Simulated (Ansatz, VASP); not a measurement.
## One calculation of PbO, two programs

```xyz
4
Lattice="3.9900 0.0000 0.0000 0.0000 3.9900 0.0000 0.0000 0.0000 5.0100" Properties=species:S:1:pos:R:3 pbc="T T T"
Pb    1.9950    0.0000    3.8076
Pb    0.0000    1.9950    1.2024
O     1.9950    1.9950    0.0000
O     0.0000    0.0000    0.0000
```

Alike in both runs: task single point; functional PBE-based screened hybrid with a share of 0.25 of exact exchange and HFSCREEN = 0.2078699; k mesh 4 × 4 × 3; occupations fermi-dirac, width 0.05 eV; no spin polarisation.

```csv
,VASP,Ansatz
version,VASP 6.6.1,Ansatz 0.2.0
potentials or method,"VASP PAW PBE potentials, release 64 (Pb_d, O)",Ansatz PAW
plane-wave cutoff (eV),520,420
valence electrons in the cell,40,40
```

```csv
,VASP,Ansatz,Ansatz less VASP
gap on the k mesh at the Fermi level (eV),1.81,1.81,-0.007
least direct gap on the mesh (eV),3.21,3.21,-0.004
pressure (GPa),-0.7,-0.9,-0.13
"traceless stress, the component that is largest in VASP (GPa)",-0.13,-0.11,+0.018
rms of the force components (eV/Å),0.240,0.264,+0.0242
```

VASP's potentials were made for PBE, not for PBE-based screened hybrid. Atom by atom the forces differ by 0.024 eV/Å (rms over components).

Spin-orbit coupling is off throughout. Noted on Ansatz's run: odd divisions of the mesh miss points on the zone boundary, where band edges often lie, so the gap on the mesh can be too wide.
